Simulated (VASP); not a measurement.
# Si (Fddd) in VASP: further runs, part 2 of 2

VASP 6.6.1. The steps go on from the part before.

## (4) Single point, LDA

Contents of INCAR:

```
SYSTEM = Si
PREC = Accurate
ENCUT = 520
EDIFF = 1E-6
ISMEAR = 0
SIGMA = 0.05
LREAL = .FALSE.
LASPH = .TRUE.
NELM = 80
ALGO = Normal
ISIF = 2
LWAVE = .FALSE.
LCHARG = .FALSE.
GGA = CA
NBANDS = 11
```

Contents of KPOINTS:

```
regular mesh
0
G
  12 12 12
  0 0 0
```

Contents of POSCAR:

```
Si
1.0
    0.0000000000      2.8966068641      2.6062709780
    2.5995189806      0.0000000000      2.6062709780
    2.5995189806      2.8966068641      0.0000000000
Si
2
Direct
    0.5000000000      0.5000000000      0.5000000000
    0.7500000000      0.7500000000      0.7500000000
```

Potentials or basis: VASP PAW LDA potentials, release 64 (Si).

On the command line:

```console
cat potpaw_LDA.64/Si/POTCAR > POTCAR
mpirun -np 1 vasp_std > vasp.out
```

OUTCAR:

```text
SYSTEM = Si
   PREC = Accurate
   ENCUT = 520
   EDIFF = 1E-6
   ISMEAR = 0
   LREAL = .FALSE.
   LASPH = .TRUE.
   NELM = 80
   ISIF = 2
   GGA = CA

 ion  position               nearest neighbor table
   1  0.500  0.500  0.500-   2 2.34   2 2.34   2 2.34   2 2.34
   2  0.750  0.750  0.750-   1 2.34   1 2.34   1 2.34   1 2.34

  LATTYP: Found a face centered orthorhombic cell.
 ALAT       =     5.1990379612
 B/A-ratio  =     1.0025974026
 C/A-ratio  =     1.1142857143

  Lattice vectors:

 A1 = (   0.0000000000,   2.8966068641,  -2.6062709780)
 A2 = (   2.5995189806,   2.8966068641,   0.0000000000)
 A3 = (   2.5995189806,   0.0000000000,  -2.6062709780)

Analysis of symmetry for initial positions (statically):
=====================================================================
 Subroutine PRICEL returns:
 Original cell was already a primitive cell.

 Routine SETGRP: Setting up the symmetry group for a
 face centered orthorhombic supercell.

 Subroutine GETGRP returns: Found  8 space group operations
 (whereof  4 operations were pure point group operations)
 out of a pool of  8 trial point group operations.

The static configuration has the point symmetry D_2 .
 The point group associated with its full space group is D_2h.

Analysis of symmetry for dynamics (positions and initial velocities):
=====================================================================
 Subroutine PRICEL returns:
 Original cell was already a primitive cell.

 Routine SETGRP: Setting up the symmetry group for a
 face centered orthorhombic supercell.

 Subroutine GETGRP returns: Found  8 space group operations
 (whereof  4 operations were pure point group operations)
 out of a pool of  8 trial point group operations.

The dynamic configuration has the point symmetry D_2 .
 The point group associated with its full space group is D_2h.

 Subroutine INISYM returns: Found  8 space group operations
 (whereof  4 operations are pure point group operations),
 and found     1 'primitive' translations

----------------------------------------------------------------------------------------

                                     Primitive cell

  volume of cell :      39.2493

  direct lattice vectors                    reciprocal lattice vectors
     0.000000000  2.896606864  2.606270978    -0.192343277  0.172615762  0.191844979
     2.599518981  0.000000000  2.606270978     0.192343277 -0.172615762  0.191844979
     2.599518981  2.896606864  0.000000000     0.192343277  0.172615762 -0.191844979

  length of vectors
     3.896534324  3.681052477  3.892021359     0.321864309  0.321864309  0.321864309

  position of ions in fractional coordinates (direct lattice)
     0.500000000  0.500000000  0.500000000
     0.750000000  0.750000000  0.750000000

  ion indices of the primitive-cell ions
   primitive index   ion index
                 1           1
                 2           2

----------------------------------------------------------------------------------------

 KPOINTS: regular mesh

Automatic generation of k-mesh.
 Grid dimensions read from file:
 generate k-points for:   12   12   12

 Generating k-lattice:

[... 41 lines left out ...]
 -0.416667  0.166667  0.000000      8.000000
 [... further k-points ...]
   k-points           NKPTS =    280   k-points in BZ     NKDIM =    280   number of bands    NBANDS=     11
   number of dos      NEDOS =    301   number of ions     NIONS =      2
   total plane-waves  NPLWV =  25200
   dimension x,y,z NGX =    30 NGY =   28 NGZ =   30
   dimension x,y,z NGXF=    60 NGYF=   56 NGZF=   60
   ions per type =               2
   NGX,Y,Z   is equivalent  to a cutoff of  12.80, 12.65, 12.81 a.u.
   NGXF,Y,Z  is equivalent  to a cutoff of  25.60, 25.29, 25.63 a.u.
 SYSTEM =  Si
   PREC   = accura    normal or accurate (medium, high low for compatibility)
   ISTART =      0    job   : 0-new  1-cont  2-samecut
   ICHARG =      2    charge: 1-file 2-atom 10-const
   ISPIN  =      1    spin polarized calculation?
   LNONCOLLINEAR =      F non collinear calculations
   LSORBIT =      F    spin-orbit coupling
   LASPH  =      T    aspherical Exc in radial PAW
   ENCUT  =  520.0 eV  38.22 Ry    6.18 a.u.   7.24  6.84  7.24*2*pi/ulx,y,z
   NELM   =     80;   NELMIN=  2; NELMDL= -5     # of ELM steps
   EDIFF  = 0.1E-05   stopping-criterion for ELM
   LREAL  =      F    real-space projection
   EDIFFG = 0.1E-04   stopping-criterion for IOM
   NSW    =      0    number of steps for IOM
   IBRION =     -1    ionic relax: 0-MD 1-quasi-New 2-CG
   NFREE  =      0    steps in history (QN), initial steepest desc. (CG)
   ISIF   =      2    stress and relaxation
   ISYM   =      2    0-nonsym 1-usesym 2-fastsym
   POTIM  = 0.5000    time-step for ionic-motion
   TEBEG  =    0.0;   TEEND  =   0.0 temperature during run
   PSTRESS=    0.0 pullay stress
   NELECT =       8.0000    total number of electrons
   NUPDOWN=      -1.0000    fix difference up-down
   EMIN   =  10.00;   EMAX   =-10.00  energy-range for DOS
   EFERMI =   0.00;   METHOD = LEGACY
   ISMEAR =     0;   SIGMA  =   0.05  broadening in eV -4-tet -1-fermi 0-gaus
   EFERMI_NEDOS =   21; number of points for ismear=-14 and -15
   IALGO  =     38    algorithm
   IMIX   =      4    mixing-type and parameters
     AMIX     =   0.40;   BMIX     =  1.00
     AMIX_MAG =   1.60;   BMIX_MAG =  1.00
  volume/ion in A,a.u.               =      19.62       132.43
  Fermi-wavevector in a.u.,A,eV,Ry     =   0.963446  1.820649 12.629316  0.928229
  Thomas-Fermi vector in A             =   2.092992
   LORBIT       =      0    0 simple, 1 ext, 2 COOP (PROOUT), +10 PAW based schemes
   GGA     = CA    functional components
   LHFCALC =     F    Hartree Fock is set to
   AEXX    =    0.0000 exact exchange contribution
   IVDW    =     0    specifies the selected vdW correction
   LEPSILON=     F    determine dielectric tensor
   LRPA    =     F    only Hartree local field effects (RPA)
 non-spin polarized calculation
 Gauss-broadening in eV      SIGMA  =   0.05
  energy-cutoff  :      520.00
  volume of cell :       39.25
 maximum number of plane-waves:      1070
 NGX is ok and might be reduce to    30
   NGX = 15   NGY = 13   NGZ = 15

 number of electron       8.0000000 magnetization

 Free energy of the ion-electron system (eV)
  ---------------------------------------------------
  ext. energy  EPLUGINS =         0.00000000
  ---------------------------------------------------
  free energy    TOTEN  =       -11.81865928 eV

  energy without entropy =      -11.81854271  energy(sigma->0) =      -11.81860099

 E-fermi :   6.2322     XC(G=0):  -9.6911

 val. band max:        6.1604263214   @ k =   0.0833   0.0000   0.0000
 cond. band min:       6.2368636723   @ k =  -0.0833  -0.0000   0.0833
 fundamental gap:      0.0764373509
 Fermi energy:         6.2322364827

 k-point     1 :       0.0000    0.0000    0.0000
  band No.  band energies     occupation
      1      -6.1042      2.00000
      2       5.4255      2.00000
      3       6.2782      0.19362
      4       6.2919      0.09139
      5       8.4511      0.00000
      6       8.4610      0.00000
      7       8.8162      0.00000
      8       9.2179      0.00000
      9      12.7332      0.00000
     10      13.7709      0.00000
     11      14.7616      0.00000
[... 309 lines left out ...]
 k-point    24 :      -0.4167    0.1667    0.0000
  band No.  band energies     occupation
      1      -3.4304      2.00000
      2      -0.8189      2.00000
      3       3.0962      2.00000
      4       4.1794      2.00000
      5       7.7017      0.00000
      6       9.7061      0.00000
      7      10.9923      0.00000
      8      13.5112      0.00000
      9      13.9758      0.00000
     10      15.5577      0.00000
     11      17.6051      0.00000

 [... further k-points ...]

------------------------ aborting loop because EDIFF is reached ----------------------------------------

  FORCE on cell =-STRESS in cart. coord.  units (eV):
  Direction    XX          YY          ZZ          XY          YZ          ZX
  --------------------------------------------------------------------------------------
  -------------------------------------------------------------------------------------
  Total        1.0213082     -1.9562013      0.9846852      0.0000000      0.0000000      0.0000000
  in kB       41.6903260    -79.8531429     40.1953555      0.0000000      0.0000000      0.0000000
  external PRESSURE =       0.6775129 kB  Pullay stress =       0.0000000 kB

 VOLUME and BASIS-vectors are now :
 -----------------------------------------------------------------------------
  energy-cutoff  :      520.00
  volume of cell :       39.25
      direct lattice vectors                 reciprocal lattice vectors
     0.000000000  2.896606864  2.606270978    -0.192343277  0.172615762  0.191844979
     2.599518981  0.000000000  2.606270978     0.192343277 -0.172615762  0.191844979
     2.599518981  2.896606864  0.000000000     0.192343277  0.172615762 -0.191844979

 POSITION                                       TOTAL-FORCE (eV/Angst)
 -----------------------------------------------------------------------------------
      2.59952      2.89661      2.60627         0.000000     -0.000000     -0.000000
      3.89928      4.34491      3.90941         0.000000      0.000000      0.000000
 -----------------------------------------------------------------------------------
    total drift:                                0.000000     -0.000000     -0.000000

  FREE ENERGIE OF THE ION-ELECTRON SYSTEM (eV)
  ---------------------------------------------------
  free  energy   TOTEN  =       -11.8186592775 eV

  energy  without entropy=      -11.8185427108  energy(sigma->0) =      -11.81860099
```

OSZICAR:

```text
N       E                     dE             d eps       ncg     rms          rms(c)
DAV:   1     0.773629468471E+01    0.77363E+01   -0.33157E+03  6160   0.590E+02
DAV:   2    -0.115039279432E+02   -0.19240E+02   -0.18399E+02  8275   0.871E+01
DAV:   3    -0.120835323536E+02   -0.57960E+00   -0.57801E+00  7857   0.136E+01
DAV:   4    -0.120881126716E+02   -0.45803E-02   -0.45798E-02  7568   0.152E+00
DAV:   5    -0.120881595046E+02   -0.46833E-04   -0.46832E-04  7921   0.141E-01    0.509E+00
DAV:   6    -0.119015562499E+02    0.18660E+00   -0.10989E-01  7062   0.131E+00    0.304E+00
DAV:   7    -0.118186094946E+02    0.82947E-01   -0.19107E-01  7108   0.178E+00    0.245E-01
DAV:   8    -0.118187282037E+02   -0.11871E-03   -0.86967E-03  7006   0.501E-01    0.891E-02
DAV:   9    -0.118186537587E+02    0.74445E-04   -0.33952E-04  7589   0.918E-02    0.661E-02
DAV:  10    -0.118186596342E+02   -0.58754E-05   -0.20524E-05  7279   0.278E-02    0.363E-02
DAV:  11    -0.118186592775E+02    0.35669E-06   -0.15693E-06  5209   0.638E-03
   1 F= -.11818659E+02 E0= -.11818601E+02  d E =-.116567E-03
```

It took 53 s on 1 thread of Intel Xeon 6975P-C (Granite Rapids), shared host; peak memory 0.2 GiB.

What came out:

- Free energy: -11.8187 eV
- Pressure: 0.1 GPa
- Band gap on the k mesh: zero (bands 4 and 5 overlap by 0.17 eV)

Caveat: the cell differs from its parent crystal (strain +e along x and -e along y -0.0550, strain +e along z and -e/2 along x and y -0.0350); semilocal functionals underestimate gaps, so a narrow gap can read as zero.

## (5) Summary

| cell | gap on the mesh (eV) | pressure (GPa) |
| --- | --- | --- |
| a = 3.996, b = 3.560, c = 3.942 Å, angles 64.1, 53.3, 62.6°, 2 atoms | none | 0.0 |
| a = 4.027, b = 3.725, c = 3.733 Å, angles 65.4, 57.2, 57.4°, 2 atoms | none | -0.3 |
| a = 3.897, b = 3.681, c = 3.892 Å, angles 61.9, 56.4, 61.7°, 2 atoms | none | 0.1 |

Alike in all rows: task single point; level LDA; potentials or basis VASP PAW LDA potentials, release 64 (Si); no spin polarisation; k mesh 12 × 12 × 12; cutoff (eV) 520; smearing gaussian 0.05 eV.

Caveats: semilocal functionals underestimate gaps, so a narrow gap can read as zero (at least some runs).

Total energies depend on the potentials used, so only differences within one code and one set of settings carry meaning.
